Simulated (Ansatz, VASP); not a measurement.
# NaF in VASP and in Ansatz

INCAR

```
PREC = Accurate
ENCUT = 520
EDIFF = 1E-6
ISMEAR = -1
SIGMA = 0.02
LREAL = F
LASPH = T
NELM = 100
ALGO = Normal
ISIF = 2
LWAVE = F
LCHARG = F
GGA = PE
NBANDS = 14
```

Contents of KPOINTS:

```
regular mesh
0
Gamma
  10 10 10
```

POSCAR

```
NaF
1.0
    2.8464683215      0.0529831030      0.0529831030
    0.0529831030      2.8464683215      0.0529831030
    0.0529831030      0.0529831030      2.8464683215
Na F
1 1
Direct
    0.0000000000      0.0000000000      0.0000000000
    0.5000000000      0.5000000000      0.5000000000
```

Input for Ansatz:

```yaml
crystal:
  lattice:
    - [2.8464683215, 0.052983103, 0.052983103]
    - [0.052983103, 2.8464683215, 0.052983103]
    - [0.052983103, 0.052983103, 2.8464683215]
  atoms:
    - { symbol: Na, position: [0.0, 0.0, 0.0] }
    - { symbol: F, position: [0.5, 0.5, 0.5] }
kpoints:
  mp_grid: { grid: [10, 10, 10] }
  band_path:
    path:
      - [0.0, 0.0, 0.0]
      - [0.0, 0.5, 0.0]
      - [0.5, 0.5, 0.0]
      - [0.5, 0.5, 0.5]
      - [0.0, 0.5, 0.5]
    npoints: 1
hamiltonian:
  xc: pbe
scf:
  occupations: { method: fermi_dirac, width: 0.02 }
  n_extra_bands: 4
output:
  forces: true
  stress: true
  eigenvalues: true
  write_density: true
  write_potential: true
  elf: true
  volumetric_format: npy
```

Change from the starting cell: shear_111 strain +5.7%.

Alike in both runs: task single point; functional PBE; k mesh 10 × 10 × 10; occupations fermi-dirac, width 0.02 eV; no spin polarisation.

|  | VASP | Ansatz |
| --- | --- | --- |
| version | VASP 6.6.1 | Ansatz 0.2.0 |
| potentials or method | VASP PAW PBE potentials, release 64 (Na_pv, F) | plane waves, PAW |
| plane-wave cutoff (eV) | 520 | 420 |
| valence electrons in the cell | 14 | 16 |

Ansatz gave:

* gap on the k mesh at the Fermi level (eV): 5.79
* pressure (GPa): 1.2
* traceless stress, the component that is largest in VASP (GPa): 0.09

**Question.** Estimate VASP's values.

**Answer.** gap on the k mesh at the Fermi level (eV): 5.77; pressure (GPa): 1.0; traceless stress, the component that is largest in VASP (GPa): 0.08.

VASP's potentials hold 14 valence electrons a cell and Ansatz's 16, so a difference there can come from the potentials and not from the codes.
